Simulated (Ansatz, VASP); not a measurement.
# TaNb3F2 in VASP and in Ansatz

```
Ta Nb F
1.0
     4.68802    0.00000    0.00000
    -2.34401    4.05994    0.00000
     0.00000    0.00000    8.61669
Ta Nb F
1 3 2
Direct
  0.00000 0.00000 0.00000
  0.33333 0.66667 0.50000
  0.66667 0.33333 0.50000
  0.00000 0.00000 0.50000
  0.00000 0.00000 0.78006
  0.00000 0.00000 0.21994
```

Alike in both runs: functional PBE; k mesh 6 × 6 × 4; occupations gaussian, width 0.1 eV; no spin polarisation.

Ansatz relaxed the structure, and its values are those at the end. VASP's run is a single point on that final structure, the one shown.

|  | VASP | Ansatz |
| --- | --- | --- |
| version | VASP 6.6.1 | Ansatz 0.2.0 |
| potentials or method | VASP PAW PBE potentials, release 64 (Ta_pv, Nb_sv, F), cutoff 520 eV | scalar-relativistic, plane waves, PAW |
| valence electrons in the cell | 64 | 66 |

|  | VASP | Ansatz | Ansatz less VASP |
| --- | --- | --- | --- |
| gap on the k mesh at the Fermi level (eV) | none | none | - |
| pressure (GPa) | 0.0 | 0.1 | +0.01 |
| rms of the force components (eV/Å) | 0.059 | 0.003 | -0.0556 |

A gap of «none» marks a metal or a gap that the smearing closes. The functional is the same, so the differences come from potentials, cutoffs and numerics. VASP's potentials hold 64 valence electrons a cell and Ansatz's 66, so a difference there can come from the potentials and not from the codes.

Neither program's run includes spin-orbit coupling.
